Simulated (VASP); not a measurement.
Input of a VASP 6.6.1 run:

Contents of INCAR:

```
SYSTEM = SnO2
  PREC = Accurate
  ENCUT = 520
  EDIFF = 1E-6
  ISMEAR = 0
  SIGMA = 0.05
  LREAL = .FALSE.
  LASPH = .TRUE.
  NELM = 100
  ALGO = Normal
  ISIF = 2
  LWAVE = .FALSE.
  LCHARG = .TRUE.
  GGA = CA
  LELF = .TRUE.
  LVHAR = .TRUE.
  NBANDS = 35
```

File KPOINTS:

```
regular mesh
0
G
  6 6 8
  0 0 0
```

The input POSCAR:

```
SnO2
1.0
    4.5684689812      0.0000000000      0.0000000000
    0.0000000000      4.5689536805      0.0000000000
    0.0000000000      0.0000000000      3.0863613216
Sn O
2 4
Direct
    0.5000000000      0.5000000000      0.5000000000
    0.0000000000      0.0000000000      0.0000000000
    0.3059920358      0.3580673078      0.0000000000
    0.8059920358      0.1419326922      0.5000000000
    0.1940079642      0.8580673078      0.5000000000
    0.6940079642      0.6419326922      0.0000000000
```

Potentials or basis: VASP PAW LDA potentials, release 64 (Sn_d, O).

Launch:

```console
$ cat potpaw_LDA.64/Sn_d/POTCAR potpaw_LDA.64/O/POTCAR > POTCAR
$ mpirun -np 1 vasp_std > vasp.out
```

Problem. Predict the largest force.

Solution. 6.251 eV/Å.

Problem. Estimate the band gap on the k mesh.

Solution. 2.75 eV (least direct gap 2.76 eV).

Problem. What does it give for the pressure?

Solution. 44.2 GPa.

Forces on the atoms (eV/Å):
```
Sn   0.000  0.000  0.000
Sn   0.000  0.000  0.000
O   -4.856 -3.936  0.000
O   -4.856  3.936  0.000
O    4.856 -3.936  0.000
O    4.856  3.936  0.000
```

Caveat: the cell differs from its parent crystal (atoms shifted along a free coordinate); the cell stands under pressure; spin-orbit coupling is left out, which moves the levels of the heavy elements; forces of over 1 eV/Å act on the atoms, so gaps and moduli don't describe the material at rest. A k mesh can miss the band edges.
